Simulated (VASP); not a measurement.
Input of a VASP 6.6.1 run:

Contents of INCAR:

```
SYSTEM = Bi
ALGO = Fast ; EDIFF = 1E-6
ENCUT = 520 ; GGA = PE
ISIF = 2 ; ISMEAR = 0
LASPH = .TRUE. ; LCHARG = .FALSE.
LREAL = .FALSE. ; LWAVE = .FALSE.
NBANDS = 70 ; NELM = 60
PREC = Accurate ; SIGMA = 0.1
```

File KPOINTS:

```
k-points
0
G
  6 6 2
  0 0 0
```

The input POSCAR:

```
Bi
1.0
    5.4712769030     -0.0000000001      0.0000000000
   -2.7356384514      4.7382647892      0.0000000000
    0.0000000000      0.0000000000     13.7382012926
Bi
8
Direct
    0.0000000000      0.0000000000      0.1128513192
    0.0000000000      0.0000000000      0.6128513192
    0.0000000000      0.0000000000      0.3871486808
    0.0000000000      0.0000000000      0.8871486808
    0.3333333333      0.6666666667      0.1378313327
    0.6666666667      0.3333333333      0.6378313327
    0.3333333333      0.6666666667      0.3621686673
    0.6666666667      0.3333333333      0.8621686673
```

Potentials or basis: VASP PAW PBE potentials, release 64 (Bi_d).

Run with:

```sh
$ cat potpaw_PBE.64/Bi_d/POTCAR > POTCAR
$ mpirun -np 1 vasp_std > vasp.out
```

Predict the largest force.

0.010 eV/Å.

Predict the pressure.

-0.1 GPa.

What does it give for the band gap on the k mesh?

Zero (bands 60 and 61 overlap by 0.06 eV).

Forces in eV/Å, atoms in the order of the input:
```
Bi   0.000  0.000 -0.003
Bi   0.000  0.000 -0.003
Bi   0.000  0.000  0.003
Bi   0.000  0.000  0.003
Bi   0.000  0.000 -0.010
Bi   0.000  0.000 -0.010
Bi   0.000  0.000  0.010
Bi   0.000  0.000  0.010
```

Caveat: spin-orbit coupling is left out, which moves the levels of the heavy elements.
